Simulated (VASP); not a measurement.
Wanted: the native input for a VASP 6.6.1 run.

- Task: single point
- Functional: PBE
- Potentials or basis: VASP PAW PBE potentials, release 64 (B, Sc_sv, Si)
- Cutoff: 520 eV
- k mesh: 5 × 5 × 3, shifted
- Occupations: methfessel-paxton, width 0.0242 eV
- Spin: no spin polarisation
- Dipole correction: no
- k mesh for the DOS: 8 × 8 × 5
- Occupations for the DOS: tetrahedron
- Further INCAR settings: ALGO = Normal; EDIFF = 1e-06; NBANDS = 24

Crystal: Sc2Si2B.

```
CELL_PARAMETERS angstrom
-0.01170 3.71220 -0.01737
3.69945 -0.01170 -0.02137
1.87816 1.87812 -5.90081
ATOMIC_POSITIONS crystal
B 0.98464 0.01609 0.00173
Sc 0.34473 0.36928 0.30378
Sc 0.67115 0.66521 0.69788
Si 0.16402 0.15294 0.70790
Si 0.86603 0.85474 0.26094
```

These files were run (other wordings do the same):

POSCAR

```
Sc2Si2B
1.0
   -0.0116992100      3.7121989200     -0.0173700000
    3.6994489400     -0.0116992100     -0.0213651700
    1.8781587900      1.8781236300     -5.9008066200
B Sc Si
1 2 2
Direct
    0.9846350000      0.0160920000      0.0017330000
    0.3447260000      0.3692830000      0.3037750000
    0.6711520000      0.6652100000      0.6978840000
    0.1640240000      0.1529380000      0.7078970000
    0.8660320000      0.8547450000      0.2609420000
```

INCAR.step1

```
ALGO = Normal
EDIFF = 1E-6
ENCUT = 520
GGA = PE
ISIF = 2
ISMEAR = 1
LASPH = T
LCHARG = T
LMAXMIX = 4
LREAL = F
LWAVE = F
NBANDS = 24
NELM = 100
PREC = Accurate
SIGMA = 0.0242
```

KPOINTS.step1

```
Automatic mesh
0
Gamma
  5 5 3
  0 0.5 0
```

INCAR.step2

```
ALGO = Normal
EDIFF = 1E-6
ENCUT = 520
GGA = PE
ICHARG = 11
ISIF = 2
ISMEAR = -5
LASPH = T
LCHARG = F
LMAXMIX = 4
LORBIT = 11
LREAL = F
LWAVE = F
NBANDS = 24
NEDOS = 2001
NELM = 100
PREC = Accurate
SIGMA = 0.0242
```

KPOINTS.step2

```
k-points
0
Gamma
  8 8 5
```

Potentials or basis: VASP PAW PBE potentials, release 64 (B, Sc_sv, Si).

Launch:

```sh
$ cat potpaw_PBE.64/B/POTCAR potpaw_PBE.64/Sc_sv/POTCAR potpaw_PBE.64/Si/POTCAR > POTCAR
$ cp INCAR.step1 INCAR
$ cp KPOINTS.step1 KPOINTS
$ mpirun -np 1 vasp_std > vasp.out
$ cp INCAR.step2 INCAR
$ cp KPOINTS.step2 KPOINTS
$ mpirun -np 1 vasp_std > vasp.out
```

Results of the run:

| Item | Value |
| --- | --- |
| Valence electrons inside the program's atomic spheres | B 2.19; Sc 9.63, 9.54; Si 1.95, 2.08 |

Wall time 3.4 min on 1 thread of Intel(R) Xeon(R) Platinum 8375C CPU @ 2.90GHz (Ice Lake), with other jobs on the host, peak memory 0.4 GiB.
